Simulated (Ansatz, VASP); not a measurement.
# One calculation of TlBr, two programs

POSCAR

```
TlBr
1.0
    3.9949064678      0.0000000000      0.0000000000
    0.0000000000      3.9949064678      0.0000000000
    0.0000000000      0.0000000000      3.9949064678
Tl Br
1 1
Direct
    0.0000000000      0.0000000000      0.0000000000
    0.5000000000      0.5000000000      0.5000000000
```

The input INCAR.step1:

```
PREC = Accurate ; ENCUT = 400
EDIFF = 1E-5 ; ISMEAR = 0
SIGMA = 0.01 ; LREAL = False
LASPH = True ; NELM = 120
ALGO = Normal ; ISIF = 2
LWAVE = True ; NBANDS = 17
GGA = PE ; GGA_COMPAT = False
```

File INCAR.step2:

```
PREC = Accurate ; ENCUT = 400
EDIFF = 1E-6 ; ISMEAR = 0
SIGMA = 0.01 ; LREAL = False
LASPH = True ; NELM = 120
ALGO = Normal ; ISIF = 2
LWAVE = False ; LCHARG = True
GGA = PE ; LHFCALC = True
AEXX = 0.2 ; HFSCREEN = 0.1
PRECFOCK = Normal ; LELF = True
LVHAR = True ; NBANDS = 17
ISTART = 1 ; GGA_COMPAT = False
```

File KPOINTS:

```
Automatic mesh
0
Gamma
  4 4 4
```

Input for Ansatz:

```yaml
crystal:
  lattice:
    - [3.9949064678, 0.0, 0.0]
    - [0.0, 3.9949064678, 0.0]
    - [0.0, 0.0, 3.9949064678]
  atoms:
    - { symbol: Tl, position: [0.0, 0.0, 0.0] }
    - { symbol: Br, position: [0.5, 0.5, 0.5] }
kpoints:
  mp_grid: { grid: [4, 4, 4] }
hamiltonian:
  xc: { exchange: pbe, correlation: pbe, exx: { coeff: 0.2, omega: 0.1 } }
scf:
  occupations: { method: fixed }
  n_extra_bands: 4
output:
  forces: true
  stress: true
  eigenvalues: true
```

Alike in both runs: task single point; functional PBE-based screened hybrid; k mesh 4 × 4 × 4; no spin polarisation.

```csv
,VASP,Ansatz
version,VASP 6.6.1,Ansatz 0.2.0
potentials or method,"VASP PAW PBE potentials, release 64 (Tl_d, Br)",plane waves
plane-wave cutoff (eV),400,420
occupations,"gaussian, width 0.01 eV",fixed
valence electrons in the cell,20,20
```

|  | VASP | Ansatz | Ansatz less VASP |
| --- | --- | --- | --- |
| gap on the k mesh at the Fermi level (eV) | 2.68 | 2.66 | -0.018 |
| pressure (GPa) | 0.6 | 0.8 | +0.15 |

VASP's potentials were made for PBE, not for PBE-based screened hybrid. Ansatz's warnings: stress exchange threshold loose, stress scf threshold loose.

Neither program's run includes spin-orbit coupling.
